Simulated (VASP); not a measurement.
# Zn4SiN: single point with PBE

The system is Zn4SiN.

```
CELL_PARAMETERS angstrom
0.00000 3.35564 3.35564
3.35564 0.00000 3.35564
3.35564 3.35564 0.00000
ATOMIC_POSITIONS crystal
Zn 0.37480 0.37480 0.87559
Zn 0.87559 0.37480 0.37480
Zn 0.37480 0.37480 0.37480
Zn 0.37480 0.87559 0.37480
Si 0.00000 0.00000 0.00000
N 0.75000 0.75000 0.75000
```

The cell was generated, and may not be a known phase.

| Property | Result |
| --- | --- |
| Program | VASP 6.6.1 |
| Task | single point |
| Functional | PBE |
| Potentials or basis | VASP PAW PBE potentials, release 64 (Zn, Si, N) |
| Cutoff | 520 eV |
| k mesh | 4 × 4 × 4 |
| Occupations | gaussian, width 0.1 eV |
| Spin | no spin polarisation |

The pressure is 17.5 GPa and the largest force is 0.163 eV/Å. The band gap on the k mesh is zero (an odd number of electrons rules out a gap without spin polarisation).

Forces in eV/Å, atoms in the order of the input:
```
Zn  -0.094 -0.094  0.094
Zn   0.094 -0.094 -0.094
Zn   0.094  0.094  0.094
Zn  -0.094  0.094 -0.094
Si   0.000  0.000  0.000
N    0.000  0.000  0.000
```

Levels at points of the mesh, in eV from the Fermi level:
| k point | band 27 | band 28 | band 29 | band 30 | band 31 | band 32 |
| --- | --- | --- | --- | --- | --- | --- |
| (0.00, 0.00, 0.00) | -1.93 | -1.71 | -1.71 | -1.71 | 1.60 | 1.60 |
| (0.50, 0.00, 0.00) | -1.83 | -1.83 | -0.35 | 0.94 | 1.94 | 1.94 |
| (0.50, 0.50, 0.00) | -0.12 | -0.12 | 0.53 | 0.53 | 4.77 | 4.84 |

Wall time 60 s on 1 thread of Oxide Virtual Turin-like Processor, with other jobs on the host, peak memory 0.17 GiB.

Caveat: the k points lie up to 0.41 Å⁻¹ apart, too coarse for converged energies and pressures of a metal.
